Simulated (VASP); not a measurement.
Here is a VASP 6.6.1 calculation.

The input INCAR:

```
SYSTEM = C
PREC     = Accurate       ! precision mode
ENCUT    = 520            ! plane-wave cutoff, eV
EDIFF    = 1E-6           ! SCF threshold, eV
ISMEAR   = 0              ! smearing method
SIGMA    = 0.15           ! smearing width, eV
LREAL    = .False.        ! projectors in reciprocal space
LASPH    = .True.         ! aspherical terms in the spheres
NELM     = 60             ! most SCF steps
ALGO     = Normal         ! electronic algorithm
ISIF     = 2              ! what is computed and relaxed
LWAVE    = .False.        ! write WAVECAR
LCHARG   = .False.        ! write CHGCAR
GGA      = PE             ! functional
IVDW     = 12             ! dispersion correction
NBANDS   = 26             ! bands
```

KPOINTS

```
Automatic mesh
0
Gamma
  22 22 4
  0 0 0
```

POSCAR

```
C
1.0
   -1.2324898335     -2.1347350114      0.0000000000
    1.2324898335     -2.1347350114      0.0000000000
    0.0000000000      0.0000000000     13.1768657407
C
8
Direct
    1.0000000000      1.0000000000      0.8948701392
    1.0000000000      1.0000000000      0.3834865520
    0.0000000000      0.0000000000      0.1277947584
    0.0000000000      0.0000000000      0.6391783456
    0.6666666667      0.6666666667      0.8948701392
    0.6666666667      0.6666666667      0.3834865520
    0.3333333333      0.3333333333      0.1277947584
    0.3333333333      0.3333333333      0.6391783456
```

Potentials or basis: VASP PAW PBE potentials, release 64 (C).

Command:

```sh
$ cat potpaw_PBE.64/C/POTCAR > POTCAR
$ mpirun -np 1 vasp_std > vasp.out
```

Q: Estimate the band gap on the k mesh.

A: 0.23 eV, direct.

Q: Predict the dispersion energy per atom.

A: -0.160 eV.

Q: What does it give for the largest force?

A: 0.105 eV/Å.

Q: What does it give for the pressure?

A: 0.8 GPa.

Stress tensor (GPa, compression positive):
```
0.62 0.00 0.00
0.00 0.62 0.00
0.00 0.00 1.25
```

A k mesh can miss the band edges.
